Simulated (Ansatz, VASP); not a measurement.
# KF: VASP beside Ansatz

```xyz
2
Lattice="0.0000 2.6590 2.6590 2.6590 0.0000 2.6590 2.6590 2.6590 0.0000" Properties=species:S:1:pos:R:3 pbc="T T T"
K     0.0000    0.0000    0.0000
F     2.6590    2.6590    2.6590
```

Alike in both runs: task single point; functional PBE-based screened hybrid; k mesh 4 × 4 × 4; no spin polarisation.

|  | VASP | Ansatz |
| --- | --- | --- |
| version | VASP 6.6.1 | Ansatz 0.2.0 |
| potentials or method | VASP PAW PBE potentials, release 64 (K_sv, F) | plane waves |
| plane-wave cutoff (eV) | 520 | 420 |
| occupations | gaussian, width 0.01 eV | fixed |
| valence electrons in the cell | 16 | 16 |

Ansatz gave:

| Property | Result |
| --- | --- |
| gap on the k mesh at the Fermi level (eV) | 9.13 |
| pressure (GPa) | 0.8 |

Problem. Estimate VASP's values.

Solution. gap on the k mesh at the Fermi level (eV): 9.12; pressure (GPa): 0.8.

VASP's potentials were made for PBE, not for PBE-based screened hybrid. Ansatz's warnings: stress exchange threshold loose, stress scf threshold loose.

The k mesh is coarse, so the values compare programs but aren't converged.
